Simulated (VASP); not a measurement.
# Cd2TeO: single point with PBE

Cd2TeO:

```
O Cd Te
1.0
     4.20513    0.00000    0.00000
     0.00000    4.20513    0.00000
     0.00000    0.00000    5.40071
O Cd Te
1 2 1
Cartesian
  0.0000 0.0000 0.0000
  0.0000 2.1026 4.5360
  2.1026 0.0000 0.8647
  2.1026 2.1026 2.7004
```

- Program: VASP 6.6.1
- Task: single point
- Functional: PBE
- Potentials or basis: VASP PAW PBE potentials, release 64 (O, Cd, Te)
- Cutoff: 520 eV
- k mesh: 4 × 4 × 4
- Occupations: fermi-dirac, width 0.02 eV
- Spin: no spin polarisation

```json
{
  "Pressure": "2.5 GPa",
  "Largest force": "0.108 eV/Å",
  "Band gap on the k mesh": "zero (band 18 reaches 2.45 eV, above the bottom of band 19 at 2.29 eV)"
}
```

Forces on the atoms (eV/Å):
```
O    0.000  0.000  0.000
Cd   0.000  0.000 -0.108
Cd   0.000  0.000  0.108
Te   0.000  0.000  0.000
```

Stress tensor (GPa, compression positive):
```
2.72 0.00 0.00
0.00 2.72 0.00
0.00 0.00 2.16
```

Levels at points of the mesh, in eV from the Fermi level:
| k point | band 15 | band 16 | band 17 | band 18 | band 19 | band 20 | band 21 | band 22 |
| --- | --- | --- | --- | --- | --- | --- | --- | --- |
| (0.00, 0.00, 0.00) | -2.91 | -1.03 | -0.67 | -0.16 | -0.16 | 3.52 | 3.89 | 7.16 |
| (0.50, 0.00, 0.00) | -2.41 | -2.17 | -2.02 | -0.18 | 2.35 | 2.65 | 4.43 | 4.91 |
| (0.50, 0.50, 0.00) | -2.38 | -1.81 | -1.81 | -1.39 | 1.91 | 3.17 | 4.05 | 4.05 |
| (0.00, 0.00, 0.50) | -2.68 | -1.94 | -0.28 | -0.28 | 2.57 | 3.46 | 4.28 | 4.88 |
| (0.50, 0.00, 0.50) | -2.40 | -1.20 | -1.14 | 0.00 | 0.42 | 4.00 | 4.98 | 5.86 |
| (0.50, 0.50, 0.50) | -3.00 | -2.50 | -2.42 | -2.42 | 3.29 | 3.29 | 4.49 | 6.00 |

Run time: 57 s on 1 thread of Intel Xeon 8259CL, on a shared host, peak memory 0.21 GiB.

Caveat: the k points lie up to 0.37 Å⁻¹ apart; spin-orbit coupling is left out, which moves the levels of the heavy elements.
